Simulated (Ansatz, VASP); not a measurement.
## Two plane-wave programs on Ru

File POSCAR:

```
Ru
1.0
    2.6652123442      0.0000000000      0.0000000000
   -1.3326061721      2.3081415966      0.0000000000
    0.0000000000      0.0000000000      4.1534430000
Ru
2
Direct
    0.3333333333      0.6666666667      0.2500000000
    0.6666666667      0.3333333333      0.7500000000
```

INCAR.step1

```
  PREC = Accurate
  ENCUT = 520
  ISMEAR = 0
  SIGMA = 0.15
  LREAL = F
  LASPH = T
  NELM = 100
  NBANDS = 21
  GGA = PE
  ALGO = Normal
  EDIFF = 1E-4
  LWAVE = T
  LCHARG = F
```

The input INCAR.step2:

```
  PREC = Accurate
  ENCUT = 520
  EDIFF = 1E-6
  ISMEAR = 0
  SIGMA = 0.15
  LREAL = F
  LASPH = T
  NELM = 100
  ALGO = Normal
  ISIF = 2
  LWAVE = F
  LCHARG = F
  METAGGA = R2SCAN
  LMIXTAU = T
  NBANDS = 21
  ISTART = 1
```

KPOINTS

```
regular mesh
0
Gamma
  24 24 12
```

Input for Ansatz:

```yaml
crystal:
  lattice:
    - [2.6652123442, 0.0, 0.0]
    - [-1.3326061721, 2.3081415966, 0.0]
    - [0.0, 0.0, 4.153443]
  atoms:
    - { symbol: Ru, position: [0.3333333333, 0.6666666667, 0.25] }
    - { symbol: Ru, position: [0.6666666667, 0.3333333333, 0.75] }
basis:
  ecutwfc: 500
kpoints:
  mp_grid: { grid: [24, 24, 12] }
hamiltonian:
  xc: r2scan
scf:
  occupations: { method: gaussian, width: 0.15 }
output:
  forces: true
  stress: true
  eigenvalues: true
```

Change from the starting cell: strain -0.015 along x and y, -0.030 along z, atoms carried along.

Alike in both runs: task single point; functional r2SCAN; k mesh 24 × 24 × 12; occupations gaussian, width 0.15 eV; no spin polarisation.

|  | VASP | Ansatz |
| --- | --- | --- |
| version | VASP 6.6.1 | Ansatz 0.2.0 |
| potentials or method | VASP PAW PBE potentials, release 64 (Ru_pv), cutoff 520 eV | scalar-relativistic, plane waves, PAW |
| valence electrons in the cell | 28 | 32 |

```tsv
	VASP	Ansatz	Ansatz less VASP
gap on the k mesh at the Fermi level (eV)	none	none	-
pressure (GPa)	23.4	21.4	-1.99
traceless stress, the component that is largest in VASP (GPa)	5.26	5.10	-0.160
```

VASP's potentials were made for PBE, not for r2SCAN. A gap of «none» marks a metal or a gap that the smearing closes. With one functional, cell and mesh, what is left measures potentials, basis and numerics. VASP's potentials hold 28 valence electrons a cell and Ansatz's 32, so a difference there can come from the potentials and not from the codes.
